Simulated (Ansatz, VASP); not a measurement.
One calculation of CdSe, two programs

```
Cd Se
1.0
     0.00000    3.09805    3.09805
     3.09805    0.00000    3.09805
     3.09805    3.09805    0.00000
Cd Se
1 1
Cartesian
  0.0000 0.0000 0.0000
  1.6290 1.5490 1.5490
```

Alike in both runs: task single point; functional PBE; k mesh 10 × 10 × 10; occupations fermi-dirac, width 0.08 eV; no spin polarisation.

```csv
,VASP,Ansatz
version,VASP 6.6.1,Ansatz 0.2.0
potentials or method,"VASP PAW PBE potentials, release 64 (Cd, Se), cutoff 520 eV","all-electron LAPW, scalar-relativistic"
```

```csv
,VASP,Ansatz,Ansatz less VASP
pressure (GPa),0.4,0.1,-0.24
"traceless stress, the component that is largest in VASP (GPa)",-1.12,-1.07,+0.045
rms of the force components (eV/Å),0.193,0.188,-0.0051
```

Atom by atom the forces differ by 0.005 eV/Å (rms over components). Ansatz ran all-electron here, and VASP with PAW potentials.
